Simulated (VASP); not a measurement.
A run of VASP 6.6.1 is set up as follows.

File INCAR:

```
ALGO     = Normal         # electronic algorithm
DIPOL    = 0.5 0.5 0.357
EDIFF    = 1E-6           # SCF threshold, eV
ENCUT    = 520            # plane-wave cutoff, eV
GGA      = PE             # functional
IDIPOL   = 3            
ISIF     = 2              # what is computed and relaxed
ISMEAR   = 0              # smearing method
LASPH    = T              # aspherical terms in the spheres
LCHARG   = T              # write CHGCAR
LDIPOL   = T            
LELF     = T              # ELF
LREAL    = F              # projectors in reciprocal space
LVACPOTAV= T            
LVHAR    = T            
LWAVE    = F              # write WAVECAR
NBANDS   = 32             # bands
NELM     = 60             # most SCF steps
PREC     = Accurate       # precision mode
SIGMA    = 0.1            # smearing width, eV
```

The input KPOINTS:

```
k-points
0
Gamma
  8 8 1
```

The input POSCAR:

```
Ta4N
1.0
    3.3189671338      0.0000000000      0.0000000000
    0.0000000000      3.3189671338      0.0000000000
    0.0000000000      0.0000000000     20.2996559829
Ta N
4 1
Direct
    0.5000000000      0.5000000000      0.1970476743
    0.0000000000      0.0000000000      0.2787970186
    0.5000000000      0.5000000000      0.3599139064
    0.0000000000      0.0000000000      0.4334879365
    0.0000000000      0.1250000000      0.5182174502
```

Potentials or basis: VASP PAW PBE potentials, release 64 (Ta_pv, N).

Command:

```console
$ cat potpaw_PBE.64/Ta_pv/POTCAR potpaw_PBE.64/N/POTCAR > POTCAR
$ mpirun -np 1 vasp_std > vasp.out
```

**Question.** Estimate the largest force.

**Answer.** 2.235 eV/Å.

Forces on the atoms (eV/Å):
```
Ta   0.000  0.097  1.490
Ta   0.000 -0.042 -1.593
Ta   0.000  0.126 -2.208
Ta   0.000 -0.968  2.015
N    0.000  0.788  0.296
```
